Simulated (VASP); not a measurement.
# Sb2Pt (Pa-3) in VASP: single point with PBE

Aim: the single point of Sb2Pt with PBE.

Everything below comes from runs of VASP 6.6.1. Logs are shortened: lines on timing, memory, paths and dates and some standing lists are left out, and cuts for length are marked.

## Step 1: The cell of the first run

Symmetry: Pa-3, No. 205, cubic system. Conventional cell: a = 6.440 Å, b = 6.440 Å, c = 6.440 Å, α = 90.00°, β = 90.00°, γ = 90.00°. Sb (site symmetry 3) has 3 Pt at 2.67 Å and 7 Sb at 2.80 to 3.60 Å within 3.6 Å. Within 3.5 Å of Pt (site symmetry -3) lie 6 Sb at 2.67 Å.

## Step 2: Single point, PBE

Input file INCAR:

```
  PREC = Accurate
  ENCUT = 520
  EDIFF = 1E-7
  ISMEAR = -1
  SIGMA = 0.05
  LREAL = F
  LASPH = T
  NELM = 100
  ALGO = Normal
  ISIF = 2
  LWAVE = F
  LCHARG = F
  GGA = PE
  NBANDS = 52
```

Input file KPOINTS:

```
regular mesh
0
Gamma
  5 5 5
```

Input file POSCAR:

```
Sb2Pt
1.0
    6.4400000000      0.0000000000      0.0000000000
    0.0000000000      6.4400000000      0.0000000000
    0.0000000000      0.0000000000      6.4400000000
Sb Pt
8 4
Direct
    0.3744672111      0.3744672111      0.3744672111
    0.1255327889      0.6255327889      0.8744672111
    0.8744672111      0.1255327889      0.6255327889
    0.6255327889      0.8744672111      0.1255327889
    0.6255327889      0.6255327889      0.6255327889
    0.8744672111      0.3744672111      0.1255327889
    0.1255327889      0.8744672111      0.3744672111
    0.3744672111      0.1255327889      0.8744672111
    0.0000000000      0.0000000000      0.0000000000
    0.5000000000      0.0000000000      0.5000000000
    0.5000000000      0.5000000000      0.0000000000
    0.0000000000      0.5000000000      0.5000000000
```

Potentials or basis: VASP PAW PBE potentials, release 64 (Sb, Pt).

Launch:

```sh
cat potpaw_PBE.64/Sb/POTCAR potpaw_PBE.64/Pt/POTCAR > POTCAR
mpirun -np 1 vasp_std > vasp.out
```

OUTCAR:

```text
PREC = Accurate
   ENCUT = 520
   EDIFF = 1E-7
   ISMEAR = -1
   LREAL = F
   LASPH = T
   NELM = 100
   ISIF = 2
   GGA = PE

 ion  position               nearest neighbor table
   1  0.374  0.374  0.374-  10 2.67  11 2.67  12 2.67   5 2.80   6 3.60   7 3.60   8 3.60   8 3.60
                             7 3.60   6 3.60
   2  0.126  0.626  0.874-   9 2.67  11 2.67  12 2.67   6 2.80   5 3.60   7 3.60   8 3.60   7 3.60
                             8 3.60   5 3.60
   3  0.874  0.126  0.626-   9 2.67  10 2.67  12 2.67   7 2.80   6 3.60   5 3.60   8 3.60   6 3.60
                             5 3.60   8 3.60
   4  0.626  0.874  0.126-   9 2.67  10 2.67  11 2.67   8 2.80   6 3.60   7 3.60   5 3.60   5 3.60
                             6 3.60   7 3.60
   5  0.626  0.626  0.626-  10 2.67  11 2.67  12 2.67   1 2.80   2 3.60   3 3.60   4 3.60   4 3.60
                             3 3.60   2 3.60
   6  0.874  0.374  0.126-   9 2.67  11 2.67  12 2.67   2 2.80   1 3.60   3 3.60   4 3.60   3 3.60
                             4 3.60   1 3.60
   7  0.126  0.874  0.374-   9 2.67  10 2.67  12 2.67   3 2.80   2 3.60   1 3.60   4 3.60   2 3.60
                             1 3.60   4 3.60
   8  0.374  0.126  0.874-   9 2.67  10 2.67  11 2.67   4 2.80   2 3.60   3 3.60   1 3.60   1 3.60
                             2 3.60   3 3.60
   9  0.000  0.000  0.000-   2 2.67   3 2.67   4 2.67   6 2.67   7 2.67   8 2.67
  10  0.500  0.000  0.500-   1 2.67   3 2.67   4 2.67   5 2.67   7 2.67   8 2.67
  11  0.500  0.500  0.000-   1 2.67   2 2.67   4 2.67   5 2.67   6 2.67   8 2.67
  12  0.000  0.500  0.500-   1 2.67   2 2.67   3 2.67   5 2.67   6 2.67   7 2.67

  LATTYP: Found a simple cubic cell.
 ALAT       =     6.4400000000

  Lattice vectors:

 A1 = (   6.4400000000,   0.0000000000,   0.0000000000)
 A2 = (   0.0000000000,   6.4400000000,   0.0000000000)
 A3 = (   0.0000000000,   0.0000000000,   6.4400000000)

Analysis of symmetry for initial positions (statically):
=====================================================================
 Subroutine PRICEL returns:
 Original cell was already a primitive cell.

 Routine SETGRP: Setting up the symmetry group for a
 simple cubic supercell.

 Subroutine GETGRP returns: Found 24 space group operations
 (whereof  6 operations were pure point group operations)
 out of a pool of 48 trial point group operations.

The static configuration has the point symmetry S_6 .
 The point group associated with its full space group is T_h .

Analysis of symmetry for dynamics (positions and initial velocities):
[... 129 lines left out ...]
   NELECT =      80.0000    total number of electrons
   NUPDOWN=      -1.0000    fix difference up-down
   EMIN   =  10.00;   EMAX   =-10.00  energy-range for DOS
   EFERMI =   0.00;   METHOD = LEGACY
   ISMEAR =    -1;   SIGMA  =   0.05  broadening in eV -4-tet -1-fermi 0-gaus
   EFERMI_NEDOS =   21; number of points for ismear=-14 and -15
   IALGO  =     38    algorithm
   IMIX   =      4    mixing-type and parameters
     AMIX     =   0.40;   BMIX     =  1.00
     AMIX_MAG =   1.60;   BMIX_MAG =  1.00
  volume/ion in A,a.u.               =      22.26       150.20
  Fermi-wavevector in a.u.,A,eV,Ry     =   1.095348  2.069908 16.324109  1.199788
  Thomas-Fermi vector in A             =   2.231670
   LORBIT       =      0    0 simple, 1 ext, 2 COOP (PROOUT), +10 PAW based schemes
   GGA     = PE    functional components
   LHFCALC =     F    Hartree Fock is set to
   AEXX    =    0.0000 exact exchange contribution
   IVDW    =     0    specifies the selected vdW correction
   LEPSILON=     F    determine dielectric tensor
   LRPA    =     F    only Hartree local field effects (RPA)
 non-spin polarized calculation
  energy-cutoff  :      520.00
  volume of cell :      267.09
 maximum number of plane-waves:      7212
   NGX = 23   NGY = 23   NGZ = 23

 number of electron      80.0000003 magnetization

 Free energy of the ion-electron system (eV)
  ---------------------------------------------------
  ext. energy  EPLUGINS =         0.00000000
  ---------------------------------------------------
  free energy    TOTEN  =       -62.98504698 eV

  energy without entropy =      -62.97390186  energy(sigma->0) =      -62.97947442

 E-fermi :   9.4223     XC(G=0): -10.9791

 val. band max:        9.3682389053   @ k =   0.0000   0.0000   0.0000
 cond. band min:       9.4551111743   @ k =   0.2000   0.0000   0.0000
 fundamental gap:      0.0868722690
 Fermi energy:         9.4222998049

 k-point     1 :       0.0000    0.0000    0.0000
  band No.  band energies     occupation
      1      -3.4316      2.00000
      2      -1.1306      2.00000
      3      -1.1306      2.00000
      4      -1.1306      2.00000
      5       0.3526      2.00000
      6       0.3526      2.00000
[... 594 lines left out ...]
     51      12.4216      0.00000
     52      12.4490      0.00000

------------------------ aborting loop because EDIFF is reached ----------------------------------------

  FORCE on cell =-STRESS in cart. coord.  units (eV):
  Direction    XX          YY          ZZ          XY          YZ          ZX
  --------------------------------------------------------------------------------------
  -------------------------------------------------------------------------------------
  Total        9.7410006      9.7410006      9.7410006      0.0000000      0.0000000      0.0000000
  in kB       58.4327802     58.4327802     58.4327802      0.0000000      0.0000000      0.0000000
  external PRESSURE =      58.4327802 kB  Pullay stress =       0.0000000 kB

 VOLUME and BASIS-vectors are now :
 -----------------------------------------------------------------------------
  energy-cutoff  :      520.00
  volume of cell :      267.09
      direct lattice vectors                 reciprocal lattice vectors
     6.440000000  0.000000000  0.000000000     0.155279503  0.000000000  0.000000000
     0.000000000  6.440000000  0.000000000     0.000000000  0.155279503  0.000000000
     0.000000000  0.000000000  6.440000000     0.000000000  0.000000000  0.155279503

 POSITION                                       TOTAL-FORCE (eV/Angst)
 -----------------------------------------------------------------------------------
      2.41157      2.41157      2.41157        -0.020871     -0.020871     -0.020871
      0.80843      4.02843      5.63157         0.020871      0.020871     -0.020871
      5.63157      0.80843      4.02843        -0.020871      0.020871      0.020871
      4.02843      5.63157      0.80843         0.020871     -0.020871      0.020871
      4.02843      4.02843      4.02843         0.020871      0.020871      0.020871
      5.63157      2.41157      0.80843        -0.020871     -0.020871      0.020871
      0.80843      5.63157      2.41157         0.020871     -0.020871     -0.020871
      2.41157      0.80843      5.63157        -0.020871      0.020871     -0.020871
      0.00000      0.00000      0.00000         0.000000     -0.000000      0.000000
      3.22000      0.00000      3.22000         0.000000     -0.000000      0.000000
      3.22000      3.22000      0.00000         0.000000     -0.000000      0.000000
      0.00000      3.22000      3.22000         0.000000     -0.000000      0.000000
 -----------------------------------------------------------------------------------
    total drift:                               -0.000000      0.000000     -0.000000

  FREE ENERGIE OF THE ION-ELECTRON SYSTEM (eV)
  ---------------------------------------------------
  free  energy   TOTEN  =       -62.9850469839 eV

  energy  without entropy=      -62.9739018553  energy(sigma->0) =      -62.97947442
```

OSZICAR:

```text
N       E                     dE             d eps       ncg     rms          rms(c)
DAV:   1     0.501223222770E+03    0.50122E+03   -0.31067E+04  1144   0.132E+03
DAV:   2    -0.297988968580E+02   -0.53102E+03   -0.49922E+03  1304   0.244E+02
DAV:   3    -0.642577805517E+02   -0.34459E+02   -0.33419E+02  1348   0.655E+01
DAV:   4    -0.649793787589E+02   -0.72160E+00   -0.71554E+00  1332   0.100E+01
DAV:   5    -0.649937094822E+02   -0.14331E-01   -0.14305E-01  1324   0.152E+00    0.176E+01
DAV:   6    -0.635091867481E+02    0.14845E+01   -0.89391E+00  1244   0.166E+01    0.710E+00
DAV:   7    -0.630963387736E+02    0.41285E+00   -0.16465E+00  1248   0.742E+00    0.550E+00
DAV:   8    -0.629940134107E+02    0.10233E+00   -0.26912E-01  1296   0.215E+00    0.761E-01
DAV:   9    -0.629844615232E+02    0.95519E-02   -0.39832E-02  1260   0.108E+00    0.306E-01
DAV:  10    -0.629850894094E+02   -0.62789E-03   -0.36718E-03  1248   0.252E-01    0.849E-02
DAV:  11    -0.629850673991E+02    0.22010E-04   -0.29816E-04  1320   0.832E-02    0.516E-02
DAV:  12    -0.629850467250E+02    0.20674E-04   -0.54289E-05  1332   0.428E-02    0.196E-02
DAV:  13    -0.629850469156E+02   -0.19065E-06   -0.76580E-06  1244   0.934E-03    0.264E-03
DAV:  14    -0.629850469839E+02   -0.68300E-07   -0.30336E-07   992   0.268E-03
   1 F= -.62985047E+02 E0= -.62979474E+02  d E =-.111451E-01
```

It took 5.2 min on 1 thread of Intel Xeon 8259CL, shared host; peak memory 0.39 GiB.

What came out:

- Free energy: -62.9850 eV
- Pressure: 5.8 GPa
- Largest force: 0.036 eV/Å
- Band gap on the k mesh: zero (bands 40 and 41 overlap by 0.09 eV)

Forces in eV/Å, atoms in the order of the input:
```
Sb  -0.021 -0.021 -0.021
Sb   0.021  0.021 -0.021
Sb  -0.021  0.021  0.021
Sb   0.021 -0.021  0.021
Sb   0.021  0.021  0.021
Sb  -0.021 -0.021  0.021
Sb   0.021 -0.021 -0.021
Sb  -0.021  0.021 -0.021
Pt   0.000  0.000  0.000
Pt   0.000  0.000  0.000
Pt   0.000  0.000  0.000
Pt   0.000  0.000  0.000
```

Caveat: the cell stands under pressure; spin-orbit coupling is left out, which moves the levels of the heavy elements.

The gap in the log of VASP goes by the Fermi energy; the results here count the filled bands.